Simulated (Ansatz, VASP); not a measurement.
Si4W: VASP beside Ansatz

```
CELL_PARAMETERS angstrom
6.39963 0.00000 0.00000
-3.19982 5.54224 0.00000
0.00000 0.00000 2.48281
ATOMIC_POSITIONS crystal
Si 0.87274 0.12726 0.00000
Si 0.87274 0.74547 0.00000
Si 0.25453 0.12726 0.00000
Si 0.66667 0.33333 0.00000
W 0.33333 0.66667 0.00000
```

Alike in both runs: functional PBE; k mesh 4 × 4 × 5; occupations gaussian, width 0.2 eV; no spin polarisation.

Ansatz relaxed the structure, and its values are those at the end. VASP's run is a single point on that final structure, the one shown.

|  | VASP | Ansatz |
| --- | --- | --- |
| version | VASP 6.6.1 | Ansatz 0.2.0 |
| potentials or method | VASP PAW PBE potentials, release 64 (Si, W_sv), cutoff 500 eV | scalar-relativistic, plane waves, PAW |
| valence electrons in the cell | 30 | 30 |

```csv
,VASP,Ansatz,Ansatz less VASP
gap on the k mesh at the Fermi level (eV),none,none,-
pressure (GPa),0.1,0.1,-0.02
rms of the force components (eV/Å),0.003,0.003,-0.0003
```

A gap of «none» marks a metal or a gap that the smearing closes.

The k mesh is coarse, so the values compare programs but aren't converged. Spin-orbit coupling is off throughout.
